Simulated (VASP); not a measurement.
# CuAu in VASP: a series of runs, part 2 of 2

VASP 6.6.1. The steps go on from the part before.

## 3. Single point, LDA

This run uses another cell than the first one, of 14.85 Å³/atom, 1.020 times its volume.

File INCAR:

```
PREC     = Accurate       # precision mode
ENCUT    = 700            # plane-wave cutoff, eV
EDIFF    = 1E-6           # SCF threshold, eV
ISMEAR   = -1             # smearing method
SIGMA    = 0.05           # smearing width, eV
LREAL    = False          # projectors in reciprocal space
LASPH    = True           # aspherical terms in the spheres
NELM     = 120            # most SCF steps
ALGO     = Normal         # electronic algorithm
ISIF     = 2              # what is computed and relaxed
LWAVE    = False          # write WAVECAR
LCHARG   = False          # write CHGCAR
NBANDS   = 26             # bands
GGA_COMPAT= False
```

File KPOINTS:

```
Automatic mesh
0
Gamma
  9 9 7
```

File POSCAR:

```
CuAu
1.0
    2.8293642325      0.0000000000      0.0000000000
    0.0000000000      2.8293642325      0.0000000000
    0.0000000000      0.0000000000      3.7094046847
Au Cu
1 1
Direct
    0.0000000000      0.0000000000      0.0000000000
    0.5000000000      0.5000000000      0.5000000000
```

Potentials or basis: VASP PAW LDA potentials, release 64 (Au_sv_GW, Cu_sv_GW).

On the command line:

```bash
> cat potpaw_LDA.64/Au_sv_GW/POTCAR potpaw_LDA.64/Cu_sv_GW/POTCAR > POTCAR
> mpirun -np 1 vasp_std > vasp.out
```

OUTCAR:

```text
PREC = Accurate
   ENCUT = 700
   EDIFF = 1E-6
   ISMEAR = -1
   LREAL = False
   LASPH = True
   NELM = 120
   ISIF = 2

 ion  position               nearest neighbor table
   1  0.000  0.000  0.000-   2 2.73   2 2.73   2 2.73   2 2.73   2 2.73   2 2.73   2 2.73   2 2.73

   2  0.500  0.500  0.500-   1 2.73   1 2.73   1 2.73   1 2.73   1 2.73   1 2.73   1 2.73   1 2.73

  LATTYP: Found a simple tetragonal cell.
 ALAT       =     2.8293642325
 C/A-ratio  =     1.3110382333

  Lattice vectors:

 A1 = (   2.8293642325,   0.0000000000,   0.0000000000)
 A2 = (   0.0000000000,   2.8293642325,   0.0000000000)
 A3 = (   0.0000000000,   0.0000000000,   3.7094046847)

Analysis of symmetry for initial positions (statically):
=====================================================================
 Subroutine PRICEL returns:
 Original cell was already a primitive cell.

 Routine SETGRP: Setting up the symmetry group for a
 simple tetragonal supercell.

 Subroutine GETGRP returns: Found 16 space group operations
 (whereof 16 operations were pure point group operations)
 out of a pool of 16 trial point group operations.

[... 150 lines left out ...]

 number of electron      38.0000020 magnetization

 Free energy of the ion-electron system (eV)
  ---------------------------------------------------
  ext. energy  EPLUGINS =         0.00000000
  ---------------------------------------------------
  free energy    TOTEN  =        -8.68381772 eV

  energy without entropy =       -8.67982765  energy(sigma->0) =       -8.68182268

 E-fermi :   7.6748     XC(G=0): -13.5325

 val. band max:        7.6046878473   @ k =   0.1111   0.1111   0.2857
 cond. band min:       7.6998117464   @ k =   0.3333   0.1111   0.4286
 fundamental gap:      0.0951238991
 Fermi energy:         7.6747916582

 k-point     1 :       0.0000    0.0000    0.0000
  band No.  band energies     occupation
      1    -103.4076      2.00000
      2     -97.7891      2.00000
      3     -61.3924      2.00000
      4     -61.3827      2.00000
      5     -61.3827      2.00000
      6     -49.3706      2.00000
[... 685 lines left out ...]
     25      22.4544      0.00000
     26      23.3224      0.00000

 [... further k-points ...]
[... 5 lines left out ...]
  --------------------------------------------------------------------------------------
  -------------------------------------------------------------------------------------
  Total       -2.4389499     -2.4389499     -2.4576840      0.0000000      0.0000000     -0.0000000
  in kB     -131.5926171   -131.5926171   -132.6034099      0.0000000      0.0000000     -0.0000000
  external PRESSURE =    -131.9295481 kB  Pullay stress =       0.0000000 kB

 VOLUME and BASIS-vectors are now :
 -----------------------------------------------------------------------------
  energy-cutoff  :      700.00
  volume of cell :       29.69
      direct lattice vectors                 reciprocal lattice vectors
     2.829364233  0.000000000  0.000000000     0.353436291  0.000000000  0.000000000
     0.000000000  2.829364233  0.000000000     0.000000000  0.353436291  0.000000000
     0.000000000  0.000000000  3.709404685     0.000000000  0.000000000  0.269585037

 POSITION                                       TOTAL-FORCE (eV/Angst)
 -----------------------------------------------------------------------------------
      0.00000      0.00000      0.00000         0.000000      0.000000      0.000000
      1.41468      1.41468      1.85470         0.000000      0.000000      0.000000
 -----------------------------------------------------------------------------------
    total drift:                                0.000000      0.000000     -0.000000

  FREE ENERGIE OF THE ION-ELECTRON SYSTEM (eV)
  ---------------------------------------------------
  free  energy   TOTEN  =        -8.6838177178 eV

  energy  without entropy=       -8.6798276469  energy(sigma->0) =       -8.68182268
```

It took 24 s on 1 thread of Intel Xeon 6975P-C (Granite Rapids), shared host; peak memory 0.21 GiB.

Results:

```yaml
Free_energy: -8.6838 eV
Pressure: -13.2 GPa
Band_gap_on_the_k_mesh: zero (band 19 reaches 11.11 eV, above the bottom of band 20 at 5.78 eV)
```

Stress tensor (GPa, compression positive):
```
-13.16   0.00   0.00
  0.00 -13.16   0.00
  0.00   0.00 -13.26
```

Levels at points of the mesh, in eV from the Fermi level:
```tsv
k point	band 16	band 17	band 18	band 19	band 20	band 21	band 22	band 23
(0.00, 0.00, 0.00)	-2.07	-1.63	-1.42	-1.42	2.12	7.85	9.91	9.91
```

Caveat: spin-orbit coupling is left out, which moves the levels of the heavy elements.

## 4. Single point, PBEsol

This run uses another cell than the first one, of 13.97 Å³/atom, 0.960 times its volume.

File INCAR:

```
SYSTEM = CuAu
PREC     = Accurate       ! precision mode
ENCUT    = 520            ! plane-wave cutoff, eV
EDIFF    = 1E-6           ! SCF threshold, eV
ISMEAR   = -1             ! smearing method
SIGMA    = 0.05           ! smearing width, eV
LREAL    = .FALSE.        ! projectors in reciprocal space
LASPH    = .TRUE.         ! aspherical terms in the spheres
NELM     = 80             ! most SCF steps
ALGO     = Normal         ! electronic algorithm
ISIF     = 2              ! what is computed and relaxed
LWAVE    = .FALSE.        ! write WAVECAR
LCHARG   = .FALSE.        ! write CHGCAR
GGA      = PS             ! functional
NBANDS   = 18             ! bands
```

File KPOINTS:

```
Automatic mesh
0
G
  9 9 7
  0 0 0
```

File POSCAR:

```
CuAu
1.0
    2.7727616977      0.0000000000      0.0000000000
    0.0000000000      2.7727616977      0.0000000000
    0.0000000000      0.0000000000      3.6351965976
Au Cu
1 1
Direct
    0.0000000000      0.0000000000      0.0000000000
    0.5000000000      0.5000000000      0.5000000000
```

Potentials or basis: VASP PAW PBE potentials, release 64 (Au, Cu).

On the command line:

```bash
> cat potpaw_PBE.64/Au/POTCAR potpaw_PBE.64/Cu/POTCAR > POTCAR
> mpirun -np 1 vasp_std > vasp.out
```

Run time: 20 s. Hardware: 1 thread of Intel Xeon Platinum 8488C (Sapphire Rapids), shared host; peak memory 0.16 GiB.

It converged, with:

```yaml
Free_energy: -8.3689 eV
Pressure: 3.0 GPa
Band_gap_on_the_k_mesh: zero (band 11 reaches 12.71 eV, above the bottom of band 12 at 7.13 eV)
```

Stress tensor (GPa, compression positive):
```
3.25 0.00 0.00
0.00 3.25 0.00
0.00 0.00 2.48
```

Levels at points of the mesh, in eV from the Fermi level:
| k point | band 7 | band 8 | band 9 | band 10 | band 11 | band 12 | band 13 | band 14 | band 15 | band 16 |
| --- | --- | --- | --- | --- | --- | --- | --- | --- | --- | --- |
| (0.00, 0.00, 0.00) | -2.92 | -2.17 | -1.69 | -1.45 | -1.45 | 2.04 | 8.42 | 10.18 | 10.18 | 17.12 |

Caveat: the PAW data sets were made with another functional, which shifts forces and pressure a little; spin-orbit coupling is left out, which moves the levels of the heavy elements.

## 5. Single point, PBEsol

This run uses another cell than the first one, of 14.27 Å³/atom, 0.980 times its volume.

File INCAR:

```
  PREC = Accurate
  ENCUT = 520
  EDIFF = 1E-7
  ISMEAR = -1
  SIGMA = 0.05
  LREAL = F
  LASPH = T
  NELM = 100
  ALGO = Normal
  ISIF = 2
  LWAVE = F
  LCHARG = F
  GGA = PS
  NBANDS = 18
```

File KPOINTS:

```
Automatic mesh
0
Gamma
  9 9 7
```

File POSCAR:

```
CuAu
1.0
    2.7918847965      0.0000000000      0.0000000000
    0.0000000000      2.7918847965      0.0000000000
    0.0000000000      0.0000000000      3.6602677112
Au Cu
1 1
Direct
    0.0000000000      0.0000000000      0.0000000000
    0.5000000000      0.5000000000      0.5000000000
```

On the command line:

```bash
> cat potpaw_PBE.64/Au/POTCAR potpaw_PBE.64/Cu/POTCAR > POTCAR
> mpirun -np 1 vasp_std > vasp.out
```

Wall time 20 s (1 thread of Intel Xeon Platinum 8488C (Sapphire Rapids), shared host); peak memory 0.16 GiB.

It converged, with:

- Free energy: -8.3735 eV
- Pressure: -0.7 GPa
- Band gap on the k mesh: zero (band 11 reaches 12.33 eV, above the bottom of band 12 at 6.86 eV)

Stress tensor (GPa, compression positive):
```
-0.56  0.00  0.00
 0.00 -0.56  0.00
 0.00  0.00 -1.06
```

Levels at points of the mesh, in eV from the Fermi level:
| k point | band 8 | band 9 | band 10 | band 11 | band 12 | band 13 | band 14 | band 15 |
| --- | --- | --- | --- | --- | --- | --- | --- | --- |
| (0.00, 0.00, 0.00) | -2.12 | -1.66 | -1.43 | -1.43 | 2.07 | 8.23 | 10.10 | 10.10 |

Caveat: the PAW data sets were made with another functional, which shifts forces and pressure a little; spin-orbit coupling is left out, which moves the levels of the heavy elements.

## 6. The runs side by side

```tsv
level	potentials or basis	cell	cutoff (eV)	second run	gap on the mesh (eV)	pressure (GPa)
PBEsol	VASP PAW PBE potentials, release 64 (Au, Cu)	a = 2.811, b = 2.811, c = 3.685 Å, 2 atoms	520	-	none	-3.7
LDA	VASP PAW LDA potentials, release 64 (Au_sv_GW, Cu_sv_GW)	a = 2.829, b = 2.829, c = 3.709 Å, 2 atoms	700	valence_matched	none	-13.2
PBEsol	VASP PAW PBE potentials, release 64 (Au, Cu)	a = 2.773, b = 2.773, c = 3.635 Å, 2 atoms	520	-	none	3.0
PBEsol	VASP PAW PBE potentials, release 64 (Au, Cu)	a = 2.792, b = 2.792, c = 3.660 Å, 2 atoms	520	-	none	-0.7
```

Alike in all rows: task single point; no spin polarisation; k mesh 9 × 9 × 7; smearing fermi-dirac 0.05 eV.

Caveats: spin-orbit coupling is left out, which moves the levels of the heavy elements; the PAW data sets were made with another functional, which shifts forces and pressure a little (some runs).

Absolute energies hang on the potentials; compare differences alone.
